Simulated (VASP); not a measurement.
# Ti: single point with PBEsol

Crystal: Ti.

```
CELL_PARAMETERS angstrom
-1.64100 1.64100 1.64100
1.64100 -1.64100 1.64100
1.64100 1.64100 -1.64100
ATOMIC_POSITIONS crystal
Ti 0.00000 0.00000 0.00000
```

```yaml
Program: VASP 6.6.1
Task: single point
Functional: PBEsol
Potentials_or_basis: VASP PAW PBE potentials, release 64 (Ti_sv)
Cutoff: 520 eV
k_mesh: 5 × 5 × 5
Occupations: fermi-dirac, width 0.1 eV
Spin: no spin polarisation
```

* Pressure: -7.7 GPa
* Band gap on the k mesh: zero (band 6 reaches 8.77 eV, above the bottom of band 7 at 7.15 eV)

Levels at points of the mesh, in eV from the Fermi level:
| k point | band 3 | band 4 | band 5 | band 6 | band 7 | band 8 | band 9 | band 10 |
| --- | --- | --- | --- | --- | --- | --- | --- | --- |
| (0.00, 0.00, 0.00) | -32.27 | -32.27 | -5.92 | 0.99 | 0.99 | 0.99 | 2.73 | 2.73 |

Wall time 3.7 s on 1 thread of Intel Xeon 6975P-C, on a shared host, peak memory 0.13 GiB.

Caveat: the k points lie up to 0.54 Å⁻¹ apart; the PAW data sets were made with another functional, which shifts forces and pressure a little.
